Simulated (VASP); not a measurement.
AgCl, 2 atoms in the cell. The structure is orthorhombic, space group Immm (No. 71). The conventional cell has a = 3.853 Å, b = 3.990 Å, c = 5.546 Å, α = 90.00°, β = 90.00°, γ = 90.00°. Within 3.7 Å of Ag (site symmetry mmm) lie 6 Cl at 2.77 Å. Cl (site symmetry mmm) has 6 Ag at 2.77 Å within 3.7 Å.  This cell differs from its parent crystal: strain +0.0350 x Voigt [0, 0, 0, 1, 0, 0].

```yaml
Program: VASP 6.6.1
Task: single point
Functional: r2SCAN
Potentials_or_basis: VASP PAW PBE potentials, release 64 (Ag, Cl)
Cutoff: 550 eV
k_mesh: 8 × 8 × 8
Occupations: gaussian, width 0.05 eV
Spin: no spin polarisation
Dipole_correction: no
Further_INCAR_settings: ALGO = Normal; EDIFF = 1e-06; NBANDS = 16
```

Potentials or basis: VASP PAW PBE potentials, release 64 (Ag, Cl).

Run with:

```console
$ cat potpaw_PBE.64/Ag/POTCAR potpaw_PBE.64/Cl/POTCAR > POTCAR
$ cp INCAR.step1 INCAR
$ mpirun -np 1 vasp_std > vasp.out
$ cp INCAR.step2 INCAR
$ mpirun -np 1 vasp_std > vasp.out
```

Hardware: 1 thread of Intel(R) Xeon(R) 6975P-C (Granite Rapids) (shared host).

Q: Estimate the wall time of this run.

A: Run time: 110 s on 1 thread of Intel(R) Xeon(R) 6975P-C (Granite Rapids) (shared host), peak memory 0.22 GiB. Counts: k points 95.
